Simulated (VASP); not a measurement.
Write the native input for VASP 6.6.1 that does the following.

```
Task                   : relaxation of cell and atoms
Functional             : PBE
Potentials or basis    : VASP PAW PBE potentials, release 64 (Dy_3, Au), 4f in core
Cutoff                 : 500 eV
k mesh                 : 8 × 8 × 8
Occupations            : gaussian, width 0.1 eV
Spin                   : no spin polarisation
Dipole correction      : no
Mended                 : yes
Further INCAR settings : ALGO = Normal; EDIFF = 1e-07; IBRION = 2; EDIFFG = -0.01; NSW = 100; ISIF = 3
```

The structure of Dy4Au lies in POSCAR:

```
Dy4Au
1.0
    5.5666524511      0.0000000000      0.0000000000
    0.0000000000      5.5666524511      0.0000000000
    0.0000000000      0.0000000000      5.5666524511
Dy Au
4 1
Direct
    0.2814916159      0.2814916159      0.2814916159
    0.7185083841      0.7185083841      0.2814916159
    0.2814916159      0.7185083841      0.7185083841
    0.7185083841      0.2814916159      0.7185083841
    0.0000000000      0.0000000000      0.0000000000
```

The cell was built from a structure type or drawn by symmetry, and may not be a known phase.

One way to write it, as run:

INCAR

```
  PREC = Accurate
  ENCUT = 500
  EDIFF = 1E-7
  ISMEAR = 0
  SIGMA = 0.1
  LREAL = F
  LASPH = T
  NELM = 200
  ALGO = Normal
  ISIF = 3
  LWAVE = F
  LCHARG = F
  GGA = PE
  IBRION = 2
  NSW = 100
  EDIFFG = -0.01
  GGA_COMPAT = F
  NELMIN = 4
  LMAXMIX = 6
```

KPOINTS

```
Automatic mesh
0
Gamma
  8 8 8
```

Potentials or basis: VASP PAW PBE potentials, release 64 (Dy_3, Au), 4f in core.

Launch:

```console
$ cat potpaw_PBE.64/Dy_3/POTCAR potpaw_PBE.64/Au/POTCAR > POTCAR
$ mpirun -np 1 vasp_std > vasp.out
```

It gave:

| Property | Result |
| --- | --- |
| Relaxed volume | 34.69 Å³/atom |
| Relaxed cell | a = 5.577 Å, b = 5.577 Å, c = 5.577 Å, α = 90.00°, β = 90.00°, γ = 90.00° |
| Space group after relaxing (to 0.1 Å) | P-43m (No. 215) |
| Energy gained by relaxing | 0.1 meV/atom |
| Ionic steps | 3 |
| Pressure after relaxing | 0.0 GPa |
| Largest force after relaxing | 0.004 eV/Å |
| Band gap on the k mesh | zero (an odd number of electrons rules out a gap without spin polarisation) |

Caveat: spin-orbit coupling is left out, which moves the levels of the heavy elements; the 4f electrons are frozen in the core, so they carry no moment and show no levels.

Wall time 6.5 min on 1 thread of Intel(R) Xeon(R) Platinum 8259CL CPU @ 2.50GHz (Skylake/Cascade Lake), with other jobs on the host, peak memory 0.37 GiB.
